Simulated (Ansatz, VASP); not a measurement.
## Two plane-wave programs on Pt

```xyz
1
Lattice="0.0000 1.9600 1.9600 1.9600 0.0000 1.9600 1.9600 1.9600 0.0000" Properties=species:S:1:pos:R:3 pbc="T T T"
Pt    0.0000    0.0000    0.0000
```

Alike in both runs: task relaxation of cell and atoms; functional LDA; k mesh 24 × 24 × 24; no spin polarisation.

|  | VASP | Ansatz |
| --- | --- | --- |
| version | VASP 6.6.1 | Ansatz 0.2.0 |
| potentials or method | VASP PAW LDA potentials, release 64 (Pt) | plane-wave PAW, scalar-relativistic |
| plane-wave cutoff (eV) | 600 | 420 |
| occupations | methfessel-paxton of order 1, width 0.1 eV | cold, width 0.1 eV |
| valence electrons in the cell | 10 | 18 |

VASP gave:

- relaxed volume (Å³/atom): 14.80
- relaxed length of the cell vector where the two differ most in proportion (Å): 2.756

Problem. Estimate Ansatz's values.

Solution. Relaxed volume (Å³/atom): 14.75; relaxed length of the cell vector where the two differ most in proportion (Å): 2.753.

Ansatz warns that its potentials were made for another functional, while VASP's fit it. LDA's correlation is that of Perdew and Zunger in VASP and of Perdew and Wang (1992) in Ansatz. VASP's potentials hold 10 valence electrons a cell and Ansatz's 18, so a difference there can come from the potentials and not from the codes.

Spin-orbit coupling is off throughout.
